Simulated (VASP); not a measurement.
# SiC (fa.b) (F-43m) in VASP: a series of runs

Runs on SiC (fa.b). Level: PBEsol. Tasks: single point, relaxation of cell and atoms.

All numbers are computed with VASP 6.6.1; they aren't measurements. Logs are shortened: lines on timing, memory, paths and dates and some standing lists are left out, and cuts for length are marked.

## Step 1: The cell of the first run

The structure is cubic, space group F-43m (No. 216). Conventional cell: a = 4.360 Å, b = 4.360 Å, c = 4.360 Å, α = 90.00°, β = 90.00°, γ = 90.00°. Within 2.5 Å of Si (site symmetry -43m) lie 4 C at 1.89 Å. C (site symmetry -43m) has 4 Si at 1.89 Å within 2.5 Å.

## Step 2: Single point, PBEsol

INCAR reads:

```
SYSTEM = SiC
  PREC = Accurate
  ENCUT = 600
  EDIFF = 1E-6
  ISMEAR = 0
  SIGMA = 0.1
  LREAL = .FALSE.
  LASPH = .TRUE.
  NELM = 120
  ALGO = Normal
  ISIF = 2
  LWAVE = .FALSE.
  LCHARG = .FALSE.
  GGA = PS
  NBANDS = 11
  GGA_COMPAT = .FALSE.
```

KPOINTS reads:

```
regular mesh
0
G
  8 8 8
  0 0 0
```

POSCAR reads:

```
SiC
1.0
    0.0000000000      2.1800000000      2.1800000000
    2.1800000000      0.0000000000      2.1800000000
    2.1800000000      2.1800000000      0.0000000000
Si C
1 1
Direct
    0.0000000000      0.0000000000      0.0000000000
    0.2500000000      0.2500000000      0.2500000000
```

Potentials or basis: VASP PAW PBE potentials, release 64 (Si, C).

Started as:

```sh
cat potpaw_PBE.64/Si/POTCAR potpaw_PBE.64/C/POTCAR > POTCAR
mpirun -np 1 vasp_std > vasp.out
```

OUTCAR:

```text
SYSTEM = SiC
   PREC = Accurate
   ENCUT = 600
   EDIFF = 1E-6
   ISMEAR = 0
   LREAL = .FALSE.
   LASPH = .TRUE.
   NELM = 120
   ISIF = 2
   GGA = PS

 ion  position               nearest neighbor table
   1  0.000  0.000  0.000-   2 1.89   2 1.89   2 1.89   2 1.89
   2  0.250  0.250  0.250-   1 1.89   1 1.89   1 1.89   1 1.89

  LATTYP: Found a face centered cubic cell.
 ALAT       =     4.3600000000

  Lattice vectors:

 A1 = (   0.0000000000,   2.1800000000,   2.1800000000)
 A2 = (   2.1800000000,   0.0000000000,   2.1800000000)
 A3 = (   2.1800000000,   2.1800000000,   0.0000000000)

Analysis of symmetry for initial positions (statically):
=====================================================================
 Subroutine PRICEL returns:
 Original cell was already a primitive cell.

 Routine SETGRP: Setting up the symmetry group for a
 face centered cubic supercell.

 Subroutine GETGRP returns: Found 24 space group operations
 (whereof 24 operations were pure point group operations)
 out of a pool of 48 trial point group operations.

The static configuration has the point symmetry T_d .

Analysis of symmetry for dynamics (positions and initial velocities):
=====================================================================
 Subroutine PRICEL returns:
 Original cell was already a primitive cell.

 Routine SETGRP: Setting up the symmetry group for a
 face centered cubic supercell.

 Subroutine GETGRP returns: Found 24 space group operations
 (whereof 24 operations were pure point group operations)
 out of a pool of 48 trial point group operations.

The dynamic configuration has the point symmetry T_d .

 Subroutine INISYM returns: Found 24 space group operations
 (whereof 24 operations are pure point group operations),
 and found     1 'primitive' translations

----------------------------------------------------------------------------------------

                                     Primitive cell

  volume of cell :      20.7205

  direct lattice vectors                    reciprocal lattice vectors
     0.000000000  2.180000000  2.180000000    -0.229357798  0.229357798  0.229357798
     2.180000000  0.000000000  2.180000000     0.229357798 -0.229357798  0.229357798
     2.180000000  2.180000000  0.000000000     0.229357798  0.229357798 -0.229357798

  length of vectors
     3.082985566  3.082985566  3.082985566     0.397259360  0.397259360  0.397259360

  position of ions in fractional coordinates (direct lattice)
     0.000000000  0.000000000  0.000000000
     0.250000000  0.250000000  0.250000000

  ion indices of the primitive-cell ions
   primitive index   ion index
                 1           1
                 2           2

----------------------------------------------------------------------------------------

 KPOINTS: regular mesh

Automatic generation of k-mesh.
 Grid dimensions read from file:
 generate k-points for:    8    8    8

 Generating k-lattice:

  Cartesian coordinates                     Fractional coordinates (reciprocal lattice)
    -0.028669725  0.028669725  0.028669725     0.125000000  0.000000000  0.000000000
     0.028669725 -0.028669725  0.028669725     0.000000000  0.125000000  0.000000000
     0.028669725  0.028669725 -0.028669725     0.000000000  0.000000000  0.125000000

  Length of vectors
     0.049657420  0.049657420  0.049657420

  Shift w.r.t. Gamma in fractional coordinates (k-lattice)
     0.000000000  0.000000000  0.000000000

 Subroutine IBZKPT returns following result:
 ===========================================

 Found     29 irreducible k-points:

 Following reciprocal coordinates:
            Coordinates               Weight
  0.000000  0.000000  0.000000      1.000000
  0.125000  0.000000  0.000000      8.000000
  0.250000  0.000000  0.000000      8.000000
  0.375000  0.000000  0.000000      8.000000
  0.500000  0.000000  0.000000      4.000000
  0.125000  0.125000  0.000000      6.000000
[... 16 lines left out ...]
  0.500000  0.250000  0.125000     48.000000
 -0.375000  0.250000  0.125000     24.000000
 [... further k-points ...]
   k-points           NKPTS =     29   k-points in BZ     NKDIM =     29   number of bands    NBANDS=     11
   number of dos      NEDOS =    301   number of ions     NIONS =      2
   total plane-waves  NPLWV =  21952
   dimension x,y,z NGX =    28 NGY =   28 NGZ =   28
   dimension x,y,z NGXF=    56 NGYF=   56 NGZF=   56
   ions per type =               1   1
   NGX,Y,Z   is equivalent  to a cutoff of  15.10, 15.10, 15.10 a.u.
   NGXF,Y,Z  is equivalent  to a cutoff of  30.20, 30.20, 30.20 a.u.
 SYSTEM =  SiC
   PREC   = accura    normal or accurate (medium, high low for compatibility)
   ISTART =      0    job   : 0-new  1-cont  2-samecut
   ICHARG =      2    charge: 1-file 2-atom 10-const
   ISPIN  =      1    spin polarized calculation?
   LNONCOLLINEAR =      F non collinear calculations
   LSORBIT =      F    spin-orbit coupling
   LASPH  =      T    aspherical Exc in radial PAW
   ENCUT  =  600.0 eV  44.10 Ry    6.64 a.u.   6.16  6.16  6.16*2*pi/ulx,y,z
   NELM   =    120;   NELMIN=  2; NELMDL= -5     # of ELM steps
   EDIFF  = 0.1E-05   stopping-criterion for ELM
   LREAL  =      F    real-space projection
   EDIFFG = 0.1E-04   stopping-criterion for IOM
   NSW    =      0    number of steps for IOM
   IBRION =     -1    ionic relax: 0-MD 1-quasi-New 2-CG
   NFREE  =      0    steps in history (QN), initial steepest desc. (CG)
   ISIF   =      2    stress and relaxation
   ISYM   =      2    0-nonsym 1-usesym 2-fastsym
   POTIM  = 0.5000    time-step for ionic-motion
   TEBEG  =    0.0;   TEEND  =   0.0 temperature during run
   PSTRESS=    0.0 pullay stress
   NELECT =       8.0000    total number of electrons
   NUPDOWN=      -1.0000    fix difference up-down
   EMIN   =  10.00;   EMAX   =-10.00  energy-range for DOS
   EFERMI =   0.00;   METHOD = LEGACY
   ISMEAR =     0;   SIGMA  =   0.10  broadening in eV -4-tet -1-fermi 0-gaus
   EFERMI_NEDOS =   21; number of points for ismear=-14 and -15
   IALGO  =     38    algorithm
   IMIX   =      4    mixing-type and parameters
     AMIX     =   0.40;   BMIX     =  1.00
     AMIX_MAG =   1.60;   BMIX_MAG =  1.00
  volume/ion in A,a.u.               =      10.36        69.91
  Fermi-wavevector in a.u.,A,eV,Ry     =   1.192079  2.252702 19.334588  1.421052
  Thomas-Fermi vector in A             =   2.328126
   LORBIT       =      0    0 simple, 1 ext, 2 COOP (PROOUT), +10 PAW based schemes
   GGA     = PS    functional components
   LHFCALC =     F    Hartree Fock is set to
   AEXX    =    0.0000 exact exchange contribution
   IVDW    =     0    specifies the selected vdW correction
   LEPSILON=     F    determine dielectric tensor
   LRPA    =     F    only Hartree local field effects (RPA)
 non-spin polarized calculation
 Gauss-broadening in eV      SIGMA  =   0.10
  energy-cutoff  :      600.00
  volume of cell :       20.72
 maximum number of plane-waves:       701
 NGX is ok and might be reduce to    28
   NGX = 13   NGY = 13   NGZ = 13

 number of electron       8.0000000 magnetization

 Free energy of the ion-electron system (eV)
  ---------------------------------------------------
  ext. energy  EPLUGINS =         0.00000000
  ---------------------------------------------------
  free energy    TOTEN  =       -15.91498302 eV

  energy without entropy =      -15.91498302  energy(sigma->0) =      -15.91498302

 E-fermi :   8.5219     XC(G=0): -11.4987

 val. band max:        8.0415241036   @ k =   0.0000   0.0000   0.0000
 cond. band min:       9.2760281977   @ k =   0.5000   0.5000   0.0000
 fundamental gap:      1.2345040941
 Fermi energy:         8.5218505621

 k-point     1 :       0.0000    0.0000    0.0000
  band No.  band energies     occupation
      1      -7.3722      2.00000
      2       8.0415      2.00000
      3       8.0415      2.00000
      4       8.0415      2.00000
      5      14.2121      0.00000
      6      15.2743      0.00000
      7      15.2743      0.00000
      8      15.2743      0.00000
      9      22.4896      0.00000
     10      22.4896      0.00000
     11      24.2823      0.00000

 k-point     2 :       0.1250    0.0000    0.0000
  band No.  band energies     occupation
      1      -7.0666      2.00000
      2       6.5488      2.00000
      3       7.8390      2.00000
      4       7.8390      2.00000
      5      14.4406      0.00000
      6      15.6267      0.00000
      7      15.6267      0.00000
      8      15.8049      0.00000
      9      21.2377      0.00000
     10      21.2377      0.00000
     11      23.8767      0.00000

 k-point     3 :       0.2500    0.0000    0.0000
  band No.  band energies     occupation
      1      -6.1721      2.00000
      2       3.7285      2.00000
      3       7.4322      2.00000
      4       7.4322      2.00000
      5      13.9539      0.00000
      6      15.8703      0.00000
      7      15.8703      0.00000
      8      17.3047      0.00000
      9      21.0631      0.00000
     10      21.0631      0.00000
     11      22.9658      0.00000

 k-point     4 :       0.3750    0.0000    0.0000
  band No.  band energies     occupation
      1      -4.8078      2.00000
      2       0.9757      2.00000
      3       7.1044      2.00000
      4       7.1044      2.00000
      5      13.5432      0.00000
      6      15.4324      0.00000
      7      15.4324      0.00000
      8      17.9337      0.00000
      9      23.0554      0.00000
     10      23.0554      0.00000
     11      23.3729      0.00000
[... 239 lines left out ...]
 k-point    22 :       0.3750    0.2500    0.1250
  band No.  band energies     occupation
      1      -5.3943      2.00000
      2       3.5484      2.00000
      3       5.1553      2.00000
      4       6.7586      2.00000
      5      13.3077      0.00000
      6      15.5771      0.00000
      7      16.4209      0.00000
      8      18.0311      0.00000
      9      20.1861      0.00000
     10      23.9296      0.00000
     11      27.3240      0.00000

 k-point    23 :       0.5000    0.2500    0.1250
  band No.  band energies     occupation
      1      -4.0825      2.00000
      2       1.5030      2.00000
      3       4.4170      2.00000
      4       6.1010      2.00000
      5      13.2440      0.00000
      6      15.5423      0.00000
      7      17.1539      0.00000
      8      18.4052      0.00000
      9      21.3225      0.00000
     10      24.4190      0.00000
     11      27.2152      0.00000

 k-point    24 :      -0.3750    0.2500    0.1250
  band No.  band energies     occupation
      1      -3.1198      2.00000
      2       0.1664      2.00000
      3       4.3083      2.00000
      4       5.7601      2.00000
      5      13.1858      0.00000
      6      15.2240      0.00000
      7      18.1116      0.00000
      8      18.9508      0.00000
      9      21.3492      0.00000
     10      24.1536      0.00000
     11      27.1907      0.00000

 [... further k-points ...]

------------------------ aborting loop because EDIFF is reached ----------------------------------------

  FORCE on cell =-STRESS in cart. coord.  units (eV):
  Direction    XX          YY          ZZ          XY          YZ          ZX
  --------------------------------------------------------------------------------------
  -------------------------------------------------------------------------------------
  Total       -0.0330058     -0.0330058     -0.0330058      0.0000000     -0.0000000      0.0000000
  in kB       -2.5521254     -2.5521254     -2.5521254      0.0000000     -0.0000000      0.0000000
  external PRESSURE =      -2.5521254 kB  Pullay stress =       0.0000000 kB

 VOLUME and BASIS-vectors are now :
 -----------------------------------------------------------------------------
  energy-cutoff  :      600.00
  volume of cell :       20.72
      direct lattice vectors                 reciprocal lattice vectors
     0.000000000  2.180000000  2.180000000    -0.229357798  0.229357798  0.229357798
     2.180000000  0.000000000  2.180000000     0.229357798 -0.229357798  0.229357798
     2.180000000  2.180000000  0.000000000     0.229357798  0.229357798 -0.229357798

 POSITION                                       TOTAL-FORCE (eV/Angst)
 -----------------------------------------------------------------------------------
      0.00000      0.00000      0.00000         0.000000      0.000000      0.000000
      1.09000      1.09000      1.09000        -0.000000     -0.000000     -0.000000
 -----------------------------------------------------------------------------------
    total drift:                               -0.000000     -0.000000     -0.000000

  FREE ENERGIE OF THE ION-ELECTRON SYSTEM (eV)
  ---------------------------------------------------
  free  energy   TOTEN  =       -15.9149830194 eV

  energy  without entropy=      -15.9149830194  energy(sigma->0) =      -15.91498302
```

It took 10 s on 1 thread of Intel Xeon Platinum 8488C (Sapphire Rapids), shared host; peak memory 0.15 GiB.

What came out:

```
Free energy            : -15.9150 eV
Pressure               : -0.3 GPa
Band gap on the k mesh : 1.23 eV, indirect (least direct gap 4.44 eV)
```

Caveat: the PAW data sets were made with another functional, which shifts forces and pressure a little. A k mesh can miss the band edges.

## Step 3: Relaxation of cell and atoms, PBEsol

INCAR reads:

```
SYSTEM = SiC
ALGO = Normal
EDIFF = 1E-7
EDIFFG = -0.002
ENCUT = 600
GGA = PS
GGA_COMPAT = .False.
IBRION = 2
ISIF = 3
ISMEAR = 0
LASPH = .True.
LCHARG = .False.
LREAL = .False.
LWAVE = .False.
NELM = 120
NELMIN = 4
NSW = 100
PREC = Accurate
SIGMA = 0.02
```

KPOINTS reads:

```
k-points
0
Gamma
  10 10 10
  0 0 0
```

POSCAR is that of step 2.

Potentials or basis: VASP PAW PBE potentials, release 64 (Si, C).

Started as:

```sh
cat potpaw_PBE.64/Si/POTCAR potpaw_PBE.64/C/POTCAR > POTCAR
mpirun -np 1 vasp_std > vasp.out
```

Wall time 19 s (1 thread of Intel Xeon Platinum 8488C (Sapphire Rapids), shared host); peak memory 0.15 GiB.

It converged, with:

```
Free energy                            : -15.9161 eV
Relaxed volume                         : 10.35 Å³/atom
Relaxed cell                           : a = 3.082 Å, b = 3.082 Å, c = 3.082 Å, α = 60.00°, β = 60.00°, γ = 60.00°
Space group after relaxing (to 0.05 Å) : F-43m (No. 216)
Energy gained by relaxing              : 0.0 meV/atom
Ionic steps                            : 3
Pressure after relaxing                : 0.0 GPa
Band gap on the k mesh                 : 1.23 eV, indirect (least direct gap 4.44 eV)
```

Final structure:
```
Si C
1.0
     0.00000    2.17910    2.17910
     2.17910    0.00000    2.17910
     2.17910    2.17910    0.00000
Si C
1 1
Direct
  0.00000 0.00000 0.00000
  0.25000 0.25000 0.25000
```

Levels at points of the mesh, in eV from the valence-band top:
| k point | band 2 | band 3 | band 4 | band 5 | band 6 | band 7 |
| --- | --- | --- | --- | --- | --- | --- |
| (0.00, 0.00, 0.00) | 0.00 | 0.00 | 0.00 | 6.19 | 7.24 | 7.24 |
| (0.50, 0.00, 0.00) | -8.60 | -1.06 | -1.06 | 5.37 | 7.14 | 7.14 |
| (0.50, 0.50, 0.00) | -7.83 | -3.21 | -3.21 | 1.23 | 4.20 | 13.95 |

Caveat: the PAW data sets were made with another functional, which shifts forces and pressure a little. A hybrid or GW would open this gap; PBEsol tends to underestimate it.
